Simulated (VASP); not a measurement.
# FeO (Fm-3m) in VASP: single point with LDA

Aim: the single point of FeO with LDA.

Everything below comes from runs of VASP 6.6.1. Logs are shortened: lines on timing, memory, paths and dates and some standing lists are left out, and cuts for length are marked.

### 1 The cell of the first run

The structure is cubic, space group Fm-3m (No. 225). The conventional cell has a = 4.311 Å, b = 4.311 Å, c = 4.311 Å, α = 90.00°, β = 90.00°, γ = 90.00°. Within 2.9 Å of Fe (site symmetry m-3m) lie 6 O at 2.16 Å. Within 2.9 Å of O (site symmetry m-3m) lie 6 Fe at 2.16 Å.

### 2 Single point, LDA, collinear spin, ferromagnetic start

Contents of INCAR:

```
PREC = Accurate ; ENCUT = 520
EDIFF = 1E-7 ; ISMEAR = -1
SIGMA = 0.02 ; LREAL = F
LASPH = T ; NELM = 150
ALGO = Normal ; ISIF = 2
LWAVE = F ; LCHARG = F
ISPIN = 2 ; MAGMOM = 3.5 0
LORBIT = 11 ; LMAXMIX = 4
GGA = CA ; NBANDS = 18
```

Contents of KPOINTS:

```
Automatic mesh
0
Gamma
  16 16 16
```

Contents of POSCAR:

```
FeO
1.0
    0.0000000000      2.1554000000      2.1554000000
    2.1554000000      0.0000000000      2.1554000000
    2.1554000000      2.1554000000      0.0000000000
Fe O
1 1
Direct
    0.0000000000      0.0000000000      0.0000000000
    0.5000000000      0.5000000000      0.5000000000
```

Potentials or basis: VASP PAW LDA potentials, release 64 (Fe, O).

On the command line:

```sh
$ cat potpaw_LDA.64/Fe/POTCAR potpaw_LDA.64/O/POTCAR > POTCAR
$ mpirun -np 1 vasp_std > vasp.out
```

OUTCAR:

```text
PREC = Accurate
   ENCUT = 520
   EDIFF = 1E-7
   ISMEAR = -1
   LREAL = F
   LASPH = T
   NELM = 150
   ISIF = 2
   ISPIN = 2
   LORBIT = 11
   GGA = CA

 ion  position               nearest neighbor table
   1  0.000  0.000  0.000-   2 2.16   2 2.16   2 2.16   2 2.16   2 2.16   2 2.16
   2  0.500  0.500  0.500-   1 2.16   1 2.16   1 2.16   1 2.16   1 2.16   1 2.16

  LATTYP: Found a face centered cubic cell.
 ALAT       =     4.3108000000

  Lattice vectors:

 A1 = (   0.0000000000,   2.1554000000,   2.1554000000)
 A2 = (   2.1554000000,   0.0000000000,   2.1554000000)
 A3 = (   2.1554000000,   2.1554000000,   0.0000000000)

Analysis of symmetry for initial positions (statically):
=====================================================================
 Subroutine PRICEL returns:
 Original cell was already a primitive cell.

 Routine SETGRP: Setting up the symmetry group for a
 face centered cubic supercell.

 Subroutine GETGRP returns: Found 48 space group operations
 (whereof 48 operations were pure point group operations)
 out of a pool of 48 trial point group operations.

The static configuration has the point symmetry O_h .

Analysis of symmetry for dynamics (positions and initial velocities):
=====================================================================
 Subroutine PRICEL returns:
 Original cell was already a primitive cell.

 Routine SETGRP: Setting up the symmetry group for a
 face centered cubic supercell.

 Subroutine GETGRP returns: Found 48 space group operations
 (whereof 48 operations were pure point group operations)
 out of a pool of 48 trial point group operations.

The dynamic configuration has the point symmetry O_h .

Analysis of structural, dynamic, and magnetic symmetry:
=====================================================================
 Subroutine PRICEL returns:
 Original cell was already a primitive cell.

 Routine SETGRP: Setting up the symmetry group for a
 face centered cubic supercell.

 Subroutine GETGRP returns: Found 48 space group operations
 (whereof 48 operations were pure point group operations)
 out of a pool of 48 trial point group operations.

The overall configuration has the point symmetry O_h .

 Subroutine INISYM returns: Found 48 space group operations
 (whereof 48 operations are pure point group operations),
 and found     1 'primitive' translations

----------------------------------------------------------------------------------------

                                     Primitive cell

  volume of cell :      20.0269

  direct lattice vectors                    reciprocal lattice vectors
     0.000000000  2.155400000  2.155400000    -0.231975503  0.231975503  0.231975503
     2.155400000  0.000000000  2.155400000     0.231975503 -0.231975503  0.231975503
     2.155400000  2.155400000  0.000000000     0.231975503  0.231975503 -0.231975503

  length of vectors
     3.048195912  3.048195912  3.048195912     0.401793358  0.401793358  0.401793358

  position of ions in fractional coordinates (direct lattice)
     0.000000000  0.000000000  0.000000000
     0.500000000  0.500000000  0.500000000

  ion indices of the primitive-cell ions
   primitive index   ion index
                 1           1
                 2           2

----------------------------------------------------------------------------------------

 KPOINTS: Automatic mesh

Automatic generation of k-mesh.
 Grid dimensions read from file:
 generate k-points for:   16   16   16

 Generating k-lattice:

  Cartesian coordinates                     Fractional coordinates (reciprocal lattice)
    -0.014498469  0.014498469  0.014498469     0.062500000  0.000000000  0.000000000
     0.014498469 -0.014498469  0.014498469     0.000000000  0.062500000  0.000000000
     0.014498469  0.014498469 -0.014498469     0.000000000  0.000000000  0.062500000

  Length of vectors
     0.025112085  0.025112085  0.025112085

  Shift w.r.t. Gamma in fractional coordinates (k-lattice)
     0.000000000  0.000000000  0.000000000

 Subroutine IBZKPT returns following result:
 ===========================================

 Found    145 irreducible k-points:

 Following reciprocal coordinates:
            Coordinates               Weight
  0.000000  0.000000  0.000000      1.000000
  0.062500  0.000000  0.000000      8.000000
  0.125000  0.000000  0.000000      8.000000
  0.187500  0.000000  0.000000      8.000000
  0.250000  0.000000  0.000000      8.000000
  0.312500  0.000000  0.000000      8.000000
[... 16 lines left out ...]
 -0.125000  0.062500  0.000000     24.000000
 -0.062500  0.062500  0.000000     12.000000
 [... further k-points ...]
   k-points           NKPTS =    145   k-points in BZ     NKDIM =    145   number of bands    NBANDS=     18
   number of dos      NEDOS =    301   number of ions     NIONS =      2
   total plane-waves  NPLWV =  13824
   dimension x,y,z NGX =    24 NGY =   24 NGZ =   24
   dimension x,y,z NGXF=    48 NGYF=   48 NGZF=   48
   ions per type =               1   1
   NGX,Y,Z   is equivalent  to a cutoff of  13.09, 13.09, 13.09 a.u.
   NGXF,Y,Z  is equivalent  to a cutoff of  26.18, 26.18, 26.18 a.u.
 SYSTEM =  unknown system
   PREC   = accura    normal or accurate (medium, high low for compatibility)
   ISTART =      0    job   : 0-new  1-cont  2-samecut
   ICHARG =      2    charge: 1-file 2-atom 10-const
   ISPIN  =      2    spin polarized calculation?
   LNONCOLLINEAR =      F non collinear calculations
   LSORBIT =      F    spin-orbit coupling
   LASPH  =      T    aspherical Exc in radial PAW
   ENCUT  =  520.0 eV  38.22 Ry    6.18 a.u.   5.67  5.67  5.67*2*pi/ulx,y,z
   NELM   =    150;   NELMIN=  2; NELMDL= -5     # of ELM steps
   EDIFF  = 0.1E-06   stopping-criterion for ELM
   LREAL  =      F    real-space projection
   EDIFFG = 0.1E-05   stopping-criterion for IOM
   NSW    =      0    number of steps for IOM
   IBRION =     -1    ionic relax: 0-MD 1-quasi-New 2-CG
   NFREE  =      0    steps in history (QN), initial steepest desc. (CG)
   ISIF   =      2    stress and relaxation
   ISYM   =      2    0-nonsym 1-usesym 2-fastsym
   POTIM  = 0.5000    time-step for ionic-motion
   TEBEG  =    0.0;   TEEND  =   0.0 temperature during run
   PSTRESS=    0.0 pullay stress
   NELECT =      14.0000    total number of electrons
   NUPDOWN=      -1.0000    fix difference up-down
   EMIN   =  10.00;   EMAX   =-10.00  energy-range for DOS
   EFERMI =   0.00;   METHOD = LEGACY
   ISMEAR =    -1;   SIGMA  =   0.02  broadening in eV -4-tet -1-fermi 0-gaus
   EFERMI_NEDOS =   21; number of points for ismear=-14 and -15
   IALGO  =     38    algorithm
   IMIX   =      4    mixing-type and parameters
     AMIX     =   0.40;   BMIX     =  1.00
     AMIX_MAG =   1.60;   BMIX_MAG =  1.00
  volume/ion in A,a.u.               =      10.01        67.57
  Fermi-wavevector in a.u.,A,eV,Ry     =   1.452935  2.745650 28.722187  2.111021
  Thomas-Fermi vector in A             =   2.570260
   LORBIT       =     11    0 simple, 1 ext, 2 COOP (PROOUT), +10 PAW based schemes
   GGA     = CA    functional components
   LHFCALC =     F    Hartree Fock is set to
   AEXX    =    0.0000 exact exchange contribution
   IVDW    =     0    specifies the selected vdW correction
   LEPSILON=     F    determine dielectric tensor
   LRPA    =     F    only Hartree local field effects (RPA)
 spin polarized calculation
  energy-cutoff  :      520.00
  volume of cell :       20.03
 maximum number of plane-waves:       553
   NGX = 11   NGY = 11   NGZ = 11

 number of electron      13.9999998 magnetization       3.9997350

 Free energy of the ion-electron system (eV)
  ---------------------------------------------------
  ext. energy  EPLUGINS =         0.00000000
  ---------------------------------------------------
  free energy    TOTEN  =       -16.40306879 eV

  energy without entropy =      -16.40098270  energy(sigma->0) =      -16.40202574

 E-fermi :   5.8211     XC(G=0): -12.6225

 val. band max:        5.8165442242   @ k =   0.0625   0.0625   0.0000
 cond. band min:       5.8293583765   @ k =  -0.4375   0.1875   0.0000
 fundamental gap:      0.0128141523
 Fermi energy:         5.8210512425

 spin component 1

 k-point     1 :       0.0000    0.0000    0.0000
  band No.  band energies     occupation
      1     -14.5484      1.00000
      2       2.0854      1.00000
      3       2.0854      1.00000
      4       2.0854      1.00000
      5       2.1984      1.00000
      6       2.1984      1.00000
[... 10 lines left out ...]
     17      26.4041      0.00000
     18      29.5186      0.00000
[... 463 lines left out ...]
 k-point    24 :      -0.0625    0.0625    0.0000
  band No.  band energies     occupation
      1     -14.4421      1.00000
      2       0.9974      1.00000
      3       1.1832      1.00000
      4       1.5132      1.00000
      5       2.2473      1.00000
      6       2.3993      1.00000
[... 10 lines left out ...]
     17      27.8549      0.00000
     18      30.4033      0.00000

 [... further k-points ...]

 spin component 2

 k-point     1 :       0.0000    0.0000    0.0000
  band No.  band energies     occupation
      1     -13.9718      1.00000
      2       2.6998      1.00000
      3       2.6998      1.00000
      4       2.6998      1.00000
      5       5.0739      1.00000
      6       5.0739      1.00000
[... 10 lines left out ...]
     17      27.6901      0.00000
     18      30.6633      0.00000
[... 463 lines left out ...]
 k-point    24 :      -0.0625    0.0625    0.0000
  band No.  band energies     occupation
      1     -13.8645      1.00000
      2       1.8905      1.00000
      3       2.3315      1.00000
      4       2.4686      1.00000
      5       5.1386      1.00000
      6       5.1989      1.00000
[... 10 lines left out ...]
     17      29.0720      0.00000
     18      31.5682      0.00000

 [... further k-points ...]
[... 5 lines left out ...]
  --------------------------------------------------------------------------------------
  -------------------------------------------------------------------------------------
  Total       -1.9113667     -1.9113667     -1.9113667      0.0000000      0.0000000      0.0000000
  in kB     -152.9117881   -152.9117881   -152.9117881      0.0000000      0.0000000      0.0000000
  external PRESSURE =    -152.9117881 kB  Pullay stress =       0.0000000 kB

 VOLUME and BASIS-vectors are now :
 -----------------------------------------------------------------------------
  energy-cutoff  :      520.00
  volume of cell :       20.03
      direct lattice vectors                 reciprocal lattice vectors
     0.000000000  2.155400000  2.155400000    -0.231975503  0.231975503  0.231975503
     2.155400000  0.000000000  2.155400000     0.231975503 -0.231975503  0.231975503
     2.155400000  2.155400000  0.000000000     0.231975503  0.231975503 -0.231975503

 POSITION                                       TOTAL-FORCE (eV/Angst)
 -----------------------------------------------------------------------------------
      0.00000      0.00000      0.00000         0.000000     -0.000000      0.000000
      2.15540      2.15540      2.15540        -0.000000      0.000000     -0.000000
 -----------------------------------------------------------------------------------
    total drift:                                0.000000     -0.000000      0.000000

  FREE ENERGIE OF THE ION-ELECTRON SYSTEM (eV)
  ---------------------------------------------------
  free  energy   TOTEN  =       -16.4030687902 eV

  energy  without entropy=      -16.4009826957  energy(sigma->0) =      -16.40202574

 total charge

# of ion       s       p       d       tot
------------------------------------------
    1        0.293   0.364   6.107   6.764
    2        1.544   3.409   0.000   4.953
--------------------------------------------------
tot          1.837   3.773   6.107  11.717

 magnetization (x)

# of ion       s       p       d       tot
------------------------------------------
    1        0.024   0.021   3.530   3.575
    2        0.030   0.288   0.000   0.319
--------------------------------------------------
tot          0.055   0.309   3.530   3.894
```

Wall time 50 s (1 thread of Intel Xeon Platinum 8488C (Sapphire Rapids), shared host); peak memory 0.19 GiB.

Results:

* Free energy: -16.4031 eV
* Pressure: -15.3 GPa
* Band gap on the k mesh: zero (filled and empty bands overlap)
* Net moment: 4.00 μB per cell
* Site moments: Fe +3.58; O +0.32 μB
* Valence electrons inside the program's atomic spheres: Fe 6.76; O 4.95

Levels at points of the mesh, in eV from the Fermi level:
Spin up:
```tsv
k point	band 5	band 6	band 7	band 8	band 9	band 10	band 11	band 12	band 13	band 14
(0.00, 0.00, 0.00)	-3.62	-3.62	-3.62	-3.36	-3.36	0.24	15.40	17.00	17.00	17.00
(0.50, 0.00, 0.00)	-2.78	-2.78	-2.24	-0.08	-0.08	4.11	8.49	12.49	12.49	19.47
(0.50, 0.50, 0.00)	-4.57	-2.95	-2.50	-2.50	-2.43	5.31	8.72	10.80	14.65	14.65
```
Spin down:
| k point | band 1 | band 2 | band 3 | band 4 | band 5 | band 6 | band 7 | band 8 | band 9 | band 10 |
| --- | --- | --- | --- | --- | --- | --- | --- | --- | --- | --- |
| (0.00, 0.00, 0.00) | -19.79 | -3.12 | -3.12 | -3.12 | -0.75 | -0.75 | -0.75 | -0.02 | -0.02 | 1.01 |
| (0.50, 0.00, 0.00) | -18.55 | -7.92 | -5.11 | -5.11 | 0.39 | 0.39 | 0.61 | 2.66 | 2.66 | 4.68 |
| (0.50, 0.50, 0.00) | -18.55 | -6.76 | -4.30 | -4.30 | -2.11 | 0.51 | 0.74 | 0.74 | 0.97 | 6.44 |

Caveat: the cell stands under tension; a cell with one magnetic atom can't hold antiferromagnetic order, which such compounds often take; semilocal functionals often make such compounds metallic where correlation or magnetic order opens a gap, which also shifts bond lengths. With open d or f shells a metallic result of LDA can be an artefact of self-interaction; +U or a hybrid may open a gap.
